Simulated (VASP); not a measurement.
A run of VASP 6.6.1 is set up as follows.

POSCAR

```
Ta
1.0
   -1.6462875004      1.6462875004      1.6462875004
    1.6462875004     -1.6462875004      1.6462875004
    1.6462875004      1.6462875004     -1.6462875004
Ta
1
Direct
    0.0000000000      0.0000000000      0.0000000000
```

File INCAR.step1:

```
SYSTEM = Ta
PREC = Accurate
ENCUT = 550
ISMEAR = 0
SIGMA = 0.1541
LREAL = .FALSE.
LASPH = .TRUE.
NELM = 120
NBANDS = 12
GGA = PE
ALGO = Normal
EDIFF = 1E-5
LWAVE = .TRUE.
LCHARG = .FALSE.
GGA_COMPAT = .FALSE.
```

The input INCAR.step2:

```
SYSTEM = Ta
PREC = Accurate
ENCUT = 550
EDIFF = 1E-6
ISMEAR = 0
SIGMA = 0.1541
LREAL = .FALSE.
LASPH = .TRUE.
NELM = 120
ALGO = Normal
ISIF = 2
LWAVE = .FALSE.
LCHARG = .FALSE.
METAGGA = R2SCAN
LMIXTAU = .TRUE.
NBANDS = 12
ISTART = 1
GGA_COMPAT = .FALSE.
```

The input KPOINTS:

```
regular mesh
0
G
  8 8 8
  0 0 0
```

Potentials or basis: VASP PAW PBE potentials, release 64 (Ta_pv).

The run is started by

```sh
$ cat potpaw_PBE.64/Ta_pv/POTCAR > POTCAR
$ cp INCAR.step1 INCAR
$ mpirun -np 1 vasp_std > vasp.out
$ cp INCAR.step2 INCAR
$ mpirun -np 1 vasp_std > vasp.out
```

**Question.** Predict the pressure.

**Answer.** 0.6 GPa.

Caveat: the PAW data sets were made with another functional, which shifts forces and pressure a little.
